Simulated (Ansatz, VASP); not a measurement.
One calculation of MgO, two programs

```
Mg O
1.0
     0.00000    2.03715    2.03715
     2.03715    0.00000    2.03715
     2.03715    2.03715    0.00000
Mg O
1 1
Cartesian
  0.0000 0.0000 0.0000
  2.0372 2.0372 2.0372
```

Alike in both runs: task single point; functional LDA; k mesh 10 × 10 × 10; occupations gaussian, width 0.02 eV; no spin polarisation.

|  | VASP | Ansatz |
| --- | --- | --- |
| version | VASP 6.6.1 | Ansatz 0.2.0 |
| potentials or method | VASP PAW LDA potentials, release 64 (Mg, O), cutoff 600 eV | scalar-relativistic, plane waves, PAW |
| valence electrons in the cell | 8 | 16 |

|  | VASP | Ansatz | Ansatz less VASP |
| --- | --- | --- | --- |
| gap on the k mesh at the Fermi level (eV) | 5.69 | 5.69 | -0.004 |
| least direct gap on the mesh (eV) | 5.69 | 5.69 | -0.004 |
| pressure (GPa) | 10.1 | 12.1 | +2.00 |

LDA's correlation is that of Perdew and Zunger in VASP and of Perdew and Wang (1992) in Ansatz. VASP's potentials hold 8 valence electrons a cell and Ansatz's 16, so a difference there can come from the potentials and not from the codes.
